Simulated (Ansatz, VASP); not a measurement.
**Tl in VASP and in Ansatz**

File INCAR:

```
SYSTEM = Tl
PREC     = Accurate       ! precision mode
ENCUT    = 520            ! plane-wave cutoff, eV
EDIFF    = 1E-6           ! SCF threshold, eV
ISMEAR   = -1             ! smearing method
SIGMA    = 0.05           ! smearing width, eV
LREAL    = .False.        ! projectors in reciprocal space
LASPH    = .True.         ! aspherical terms in the spheres
NELM     = 80             ! most SCF steps
ALGO     = Normal         ! electronic algorithm
ISIF     = 2              ! what is computed and relaxed
LWAVE    = .False.        ! write WAVECAR
LCHARG   = .False.        ! write CHGCAR
NBANDS   = 20             ! bands
```

KPOINTS

```
regular mesh
0
Gamma
  11 11 6
  0 0 0
```

Contents of POSCAR:

```
Tl
1.0
    3.4559983565     -0.0345599836     -0.0345599836
   -1.7579290020      3.0102623640     -0.0126498319
   -0.0552500000     -0.0552500000      5.5250000000
Tl
2
Direct
    0.3333333333      0.6666666667      0.2500000000
    0.6666666667      0.3333333333      0.7500000000
```

Input for Ansatz:

```yaml
crystal:
  lattice:
    - [3.4559983565, -0.0345599836, -0.0345599836]
    - [-1.757929002, 3.010262364, -0.0126498319]
    - [-0.05525, -0.05525, 5.525]
  atoms:
    - { symbol: Tl, position: [0.3333333333, 0.6666666667, 0.25] }
    - { symbol: Tl, position: [0.6666666667, 0.3333333333, 0.75] }
kpoints:
  mp_grid: { grid: [11, 11, 6] }
  band_path:
    path:
      - [0.0, 0.0, 0.0]
      - [0.0, 0.0, 0.5]
      - [-0.5, 0.5, 0.0]
      - [0.0, 0.0, 0.0]
      - [0.0, -0.5, 0.0]
      - [-0.5, 0.0, 0.5]
      - [0.0, 0.0, 0.0]
      - [-0.5, 0.0, 0.0]
      - [0.0, -0.5, 0.5]
    npoints: 5
scf:
  occupations: { method: fermi_dirac, width: 0.05 }
hamiltonian:
  xc: lda
  pseudopotentials: { kind: all_electron, lapw: { basis_error: 0.0005 } }
output:
  forces: true
  stress: true
  eigenvalues: true
```

Change from the starting cell: equal xy, yz and zx shear strains of -2 %.

Alike in both runs: task single point; functional LDA; k mesh 11 × 11 × 6; occupations fermi-dirac, width 0.05 eV; no spin polarisation.

|  | VASP | Ansatz |
| --- | --- | --- |
| version | VASP 6.6.1 | Ansatz 0.2.0 |
| potentials or method | VASP PAW LDA potentials, release 64 (Tl_d), cutoff 520 eV | all-electron LAPW, scalar-relativistic |

Ansatz gave:

| Property | Result |
| --- | --- |
| pressure (GPa) | -1.8 |
| traceless stress, the component that is largest in VASP (GPa) | -0.13 |
| rms of the force components (eV/Å) | 0.012 |

Q: What did VASP give for the same quantities?

A: Pressure (GPa): -1.7; traceless stress, the component that is largest in VASP (GPa): -0.09; rms of the force components (eV/Å): 0.012.

LDA's correlation is that of Perdew and Zunger in VASP and of Perdew and Wang (1992) in Ansatz. Atom by atom the forces differ by 0.000 eV/Å (rms over components). Ansatz ran all-electron here, and VASP with PAW potentials.

Spin-orbit coupling is off throughout.
